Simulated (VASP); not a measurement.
# Si2Ni (Fm-3m) in VASP: notebook

The runs below take Si2Ni through single point, with PBEsol.

All numbers are computed with VASP 6.6.1; they aren't measurements. Logs are shortened: lines on timing, memory, paths and dates and some standing lists are left out, and cuts for length are marked.

### Step 1. The cell of the first run

It takes space group Fm-3m (No. 225, cubic). The conventional cell has a = 5.391 Å, b = 5.391 Å, c = 5.391 Å, α = 90.00°, β = 90.00°, γ = 90.00°. Si (site symmetry -43m) has 4 Ni at 2.33 Å and 6 Si at 2.70 Å within 3.1 Å. Ni (site symmetry m-3m) has 8 Si at 2.33 Å within 3.1 Å.

### Step 2. Single point, PBEsol

Contents of INCAR:

```
SYSTEM = Si2Ni
  ALGO = Normal
  EDIFF = 1E-6
  ENCUT = 520
  GGA = PS
  ISIF = 2
  ISMEAR = 0
  ISYM = 0
  LASPH = .True.
  LCHARG = .False.
  LREAL = .False.
  LWAVE = .False.
  NBANDS = 16
  NELM = 80
  PREC = Accurate
  SIGMA = 0.1
```

Contents of KPOINTS:

```
k-points
0
Gamma
  9 9 13
  0 0 0
```

Contents of POSCAR:

```
Si2Ni
1.0
    3.8123023511      0.0000000000      0.0000000000
    0.0000000000      3.8123023511      0.0000000000
    1.9061511756      1.9061511756      2.6957048444
Si Ni
2 1
Direct
    0.2500000000      0.7500000000      0.5000000000
    0.7500000000      0.2500000000      0.5000000000
    0.0000000000      0.0000000000      0.0000000000
```

Potentials or basis: VASP PAW PBE potentials, release 64 (Si, Ni).

Run with:

```console
cat potpaw_PBE.64/Si/POTCAR potpaw_PBE.64/Ni/POTCAR > POTCAR
mpirun -np 1 vasp_std > vasp.out
```

OUTCAR:

```text
SYSTEM = Si2Ni
   EDIFF = 1E-6
   ENCUT = 520
   GGA = PS
   ISIF = 2
   ISMEAR = 0
   ISYM = 0
   LASPH = .True.
   LREAL = .False.
   NELM = 80
   PREC = Accurate

 ion  position               nearest neighbor table
   1  0.250  0.750  0.500-   3 2.33   3 2.33   3 2.33   3 2.33   2 2.70   2 2.70   2 2.70   2 2.70
                             2 2.70   2 2.70
   2  0.750  0.250  0.500-   3 2.33   3 2.33   3 2.33   3 2.33   1 2.70   1 2.70   1 2.70   1 2.70
                             1 2.70   1 2.70
   3  0.000  0.000  0.000-   2 2.33   1 2.33   2 2.33   1 2.33   1 2.33   2 2.33   1 2.33   2 2.33

IMPORTANT INFORMATION: All symmetrisations will be switched off!
NOSYMM: (Re-)initialisation of all symmetry stuff for point group C_1.

----------------------------------------------------------------------------------------

                                     Primitive cell

  volume of cell :      39.1784

  direct lattice vectors                    reciprocal lattice vectors
     3.812302351  0.000000000  0.000000000     0.262308681  0.000000000 -0.185480247
     0.000000000  3.812302351  0.000000000     0.000000000  0.262308681 -0.185480247
     1.906151176  1.906151176  2.695704844     0.000000000  0.000000000  0.370960494

  length of vectors
     3.812302351  3.812302351  3.812302351     0.321261211  0.321261211  0.370960494

  position of ions in fractional coordinates (direct lattice)
     0.250000000  0.750000000  0.500000000
     0.750000000  0.250000000  0.500000000
     0.000000000  0.000000000  0.000000000

  ion indices of the primitive-cell ions
   primitive index   ion index
                 1           1
                 2           2
                 3           3

----------------------------------------------------------------------------------------

 KPOINTS: k-points

Automatic generation of k-mesh.
 Grid dimensions read from file:
 generate k-points for:    9    9   13

 Generating k-lattice:

  Cartesian coordinates                     Fractional coordinates (reciprocal lattice)
     0.029145409  0.000000000 -0.020608916     0.111111111  0.000000000  0.000000000
     0.000000000  0.029145409 -0.020608916     0.000000000  0.111111111  0.000000000
     0.000000000  0.000000000  0.028535423     0.000000000  0.000000000  0.076923077

  Length of vectors
     0.035695690  0.035695690  0.028535423

  Shift w.r.t. Gamma in fractional coordinates (k-lattice)
     0.000000000  0.000000000  0.000000000

 -----------------------------------------------------------------------------
|                                                                             |
|           W    W    AA    RRRRR   N    N  II  N    N   GGGG   !!!           |
|           W    W   A  A   R    R  NN   N  II  NN   N  G    G  !!!           |
|           W    W  A    A  R    R  N N  N  II  N N  N  G       !!!           |
|           W WW W  AAAAAA  RRRRR   N  N N  II  N  N N  G  GGG   !            |
|           WW  WW  A    A  R   R   N   NN  II  N   NN  G    G                |
|           W    W  A    A  R    R  N    N  II  N    N   GGGG   !!!           |
|                                                                             |
|     Your reciprocal lattice and k-lattice belong to different lattice       |
|     classes:                                                                |
|                                                                             |
|        The reciprocal lattice is body-centered cubic,                       |
|        whereas your k-lattice is base-centered monoclinic.                  |
|                                                                             |
|     Results are often still useful ...                                      |
|                                                                             |
 -----------------------------------------------------------------------------

 WARNING: IBZKPT: internal override: KBLOWUP is changed to .FALSE.
      ... skipping the blow-up phase ...

 Subroutine IBZKPT returns following result:
 ===========================================

 Found    527 irreducible k-points:

 Following reciprocal coordinates:
            Coordinates               Weight
  0.000000  0.000000  0.000000      1.000000
  0.111111  0.000000  0.000000      2.000000
  0.222222  0.000000 -0.000000      2.000000
  0.333333  0.000000  0.000000      2.000000
  0.444444  0.000000 -0.000000      2.000000
  0.000000  0.111111  0.000000      2.000000
[... 16 lines left out ...]
 -0.111111  0.222222 -0.000000      2.000000
  0.000000  0.333333  0.000000      2.000000
 [... further k-points ...]
   k-points           NKPTS =    527   k-points in BZ     NKDIM =    527   number of bands    NBANDS=     16
   number of dos      NEDOS =    301   number of ions     NIONS =      3
   total plane-waves  NPLWV =  21952
   dimension x,y,z NGX =    28 NGY =   28 NGZ =   28
   dimension x,y,z NGXF=    56 NGYF=   56 NGZF=   56
   ions per type =               2   1
   NGX,Y,Z   is equivalent  to a cutoff of  12.21, 12.21, 12.21 a.u.
   NGXF,Y,Z  is equivalent  to a cutoff of  24.42, 24.42, 24.42 a.u.
 SYSTEM =  Si2Ni
   PREC   = accura    normal or accurate (medium, high low for compatibility)
   ISTART =      0    job   : 0-new  1-cont  2-samecut
   ICHARG =      2    charge: 1-file 2-atom 10-const
   ISPIN  =      1    spin polarized calculation?
   LNONCOLLINEAR =      F non collinear calculations
   LSORBIT =      F    spin-orbit coupling
   LASPH  =      T    aspherical Exc in radial PAW
   ENCUT  =  520.0 eV  38.22 Ry    6.18 a.u.   7.09  7.09  7.09*2*pi/ulx,y,z
   NELM   =     80;   NELMIN=  2; NELMDL= -5     # of ELM steps
   EDIFF  = 0.1E-05   stopping-criterion for ELM
   LREAL  =      F    real-space projection
   EDIFFG = 0.1E-04   stopping-criterion for IOM
   NSW    =      0    number of steps for IOM
   IBRION =     -1    ionic relax: 0-MD 1-quasi-New 2-CG
   NFREE  =      0    steps in history (QN), initial steepest desc. (CG)
   ISIF   =      2    stress and relaxation
   ISYM   =      0    0-nonsym 1-usesym 2-fastsym
   POTIM  = 0.5000    time-step for ionic-motion
   TEBEG  =    0.0;   TEEND  =   0.0 temperature during run
   PSTRESS=    0.0 pullay stress
   NELECT =      18.0000    total number of electrons
   NUPDOWN=      -1.0000    fix difference up-down
   EMIN   =  10.00;   EMAX   =-10.00  energy-range for DOS
   EFERMI =   0.00;   METHOD = LEGACY
   ISMEAR =     0;   SIGMA  =   0.10  broadening in eV -4-tet -1-fermi 0-gaus
   EFERMI_NEDOS =   21; number of points for ismear=-14 and -15
   IALGO  =     38    algorithm
   IMIX   =      4    mixing-type and parameters
     AMIX     =   0.40;   BMIX     =  1.00
     AMIX_MAG =   1.60;   BMIX_MAG =  1.00
  volume/ion in A,a.u.               =      13.06        88.13
  Fermi-wavevector in a.u.,A,eV,Ry     =   1.263233  2.387163 21.711587  1.595757
  Thomas-Fermi vector in A             =   2.396600
   LORBIT       =      0    0 simple, 1 ext, 2 COOP (PROOUT), +10 PAW based schemes
   GGA     = PS    functional components
   LHFCALC =     F    Hartree Fock is set to
   AEXX    =    0.0000 exact exchange contribution
   IVDW    =     0    specifies the selected vdW correction
   LEPSILON=     F    determine dielectric tensor
   LRPA    =     F    only Hartree local field effects (RPA)
 non-spin polarized calculation
 Gauss-broadening in eV      SIGMA  =   0.10
  energy-cutoff  :      520.00
  volume of cell :       39.18
 maximum number of plane-waves:      1067
   NGX = 15   NGY = 15   NGZ = 15

 number of electron      17.9999996 magnetization

 Free energy of the ion-electron system (eV)
  ---------------------------------------------------
  ext. energy  EPLUGINS =         0.00000000
  ---------------------------------------------------
  free energy    TOTEN  =       -18.98353163 eV

  energy without entropy =      -18.97914604  energy(sigma->0) =      -18.98133883

 E-fermi :  10.5215     XC(G=0): -11.7353

 val. band max:       10.4904065224   @ k =  -0.4444  -0.4444   0.1538
 cond. band min:      10.5288795557   @ k =   0.1111   0.0000   0.3077
 fundamental gap:      0.0384730333
 Fermi energy:        10.5215172893

 k-point     1 :       0.0000    0.0000    0.0000
  band No.  band energies     occupation
      1      -3.4487      2.00000
      2       5.2136      2.00000
      3       5.2167      2.00000
      4       5.2177      2.00000
      5       6.9193      2.00000
      6       6.9231      2.00000
[... 8 lines left out ...]
     15      15.2088      0.00000
     16      15.2091      0.00000

 k-point     2 :       0.1111    0.0000    0.0000
  band No.  band energies     occupation
      1      -3.2644      2.00000
      2       4.8555      2.00000
      3       5.2718      2.00000
      4       5.2749      2.00000
      5       6.8862      2.00000
      6       6.8898      2.00000
[... 8 lines left out ...]
     15      14.6953      0.00000
     16      14.9221      0.00000

 k-point     3 :       0.2222    0.0000   -0.0000
  band No.  band energies     occupation
      1      -2.7173      2.00000
      2       3.8672      2.00000
      3       5.4164      2.00000
      4       5.4191      2.00000
      5       6.8389      2.00000
      6       6.8420      2.00000
[... 8 lines left out ...]
     15      15.5276      0.00000
     16      16.2418      0.00000

 k-point     4 :       0.3333    0.0000    0.0000
  band No.  band energies     occupation
      1      -1.8271      2.00000
      2       2.4500      2.00000
      3       5.5612      2.00000
      4       5.5630      2.00000
      5       6.8961      2.00000
      6       6.8983      2.00000
[... 8 lines left out ...]
     15      17.2408      0.00000
     16      17.9337      0.00000
[... 324 lines left out ...]
 k-point    22 :      -0.2222    0.2222    0.0000
  band No.  band energies     occupation
      1      -2.4744      2.00000
      2       4.1743      2.00000
      3       5.3303      2.00000
      4       5.3332      2.00000
      5       6.1931      2.00000
      6       7.0888      2.00000
[... 8 lines left out ...]
     15      17.5919      0.00000
     16      17.5935      0.00000

 k-point    23 :      -0.1111    0.2222   -0.0000
  band No.  band energies     occupation
      1      -2.7770      2.00000
      2       4.2129      2.00000
      3       5.3141      2.00000
      4       5.3668      2.00000
      5       6.5913      2.00000
      6       6.9974      2.00000
[... 8 lines left out ...]
     15      16.3529      0.00000
     16      16.5664      0.00000

 k-point    24 :       0.0000    0.3333    0.0000
  band No.  band energies     occupation
      1      -1.8271      2.00000
      2       2.4500      2.00000
      3       5.5612      2.00000
      4       5.5630      2.00000
      5       6.8961      2.00000
      6       6.8983      2.00000
[... 8 lines left out ...]
     15      17.2408      0.00000
     16      17.9337      0.00000

 [... further k-points ...]

------------------------ aborting loop because EDIFF is reached ----------------------------------------

  FORCE on cell =-STRESS in cart. coord.  units (eV):
  Direction    XX          YY          ZZ          XY          YZ          ZX
  --------------------------------------------------------------------------------------
  -------------------------------------------------------------------------------------
  Total        0.0130288      0.0130223      0.0807172      0.0102794      0.0048983      0.0048920
  in kB        0.5328034      0.5325401      3.3008781      0.4203713      0.2003133      0.2000567
  external PRESSURE =       1.4554072 kB  Pullay stress =       0.0000000 kB

 VOLUME and BASIS-vectors are now :
 -----------------------------------------------------------------------------
  energy-cutoff  :      520.00
  volume of cell :       39.18
      direct lattice vectors                 reciprocal lattice vectors
     3.812302351  0.000000000  0.000000000     0.262308681  0.000000000 -0.185480247
     0.000000000  3.812302351  0.000000000     0.000000000  0.262308681 -0.185480247
     1.906151176  1.906151176  2.695704844     0.000000000  0.000000000  0.370960494

 POSITION                                       TOTAL-FORCE (eV/Angst)
 -----------------------------------------------------------------------------------
      1.90615      3.81230      1.34785         0.010147     -0.010147      0.000000
      3.81230      1.90615      1.34785        -0.010147      0.010147      0.000000
      0.00000      0.00000      0.00000         0.000000      0.000000     -0.000000
 -----------------------------------------------------------------------------------
    total drift:                                0.000000      0.000000     -0.000000

  FREE ENERGIE OF THE ION-ELECTRON SYSTEM (eV)
  ---------------------------------------------------
  free  energy   TOTEN  =       -18.9835316291 eV

  energy  without entropy=      -18.9791460358  energy(sigma->0) =      -18.98133883
```

Wall time 1.9 min (1 thread of Intel Xeon 6975P-C (Granite Rapids), shared host); peak memory 0.41 GiB.

What came out:

- Free energy: -18.9835 eV
- Pressure: 0.1 GPa
- Band gap on the k mesh: zero (band 9 reaches 12.21 eV, above the bottom of band 10 at 10.08 eV)

Caveat: the PAW data sets were made with another functional, which shifts forces and pressure a little.

[end of part 1 of 2]
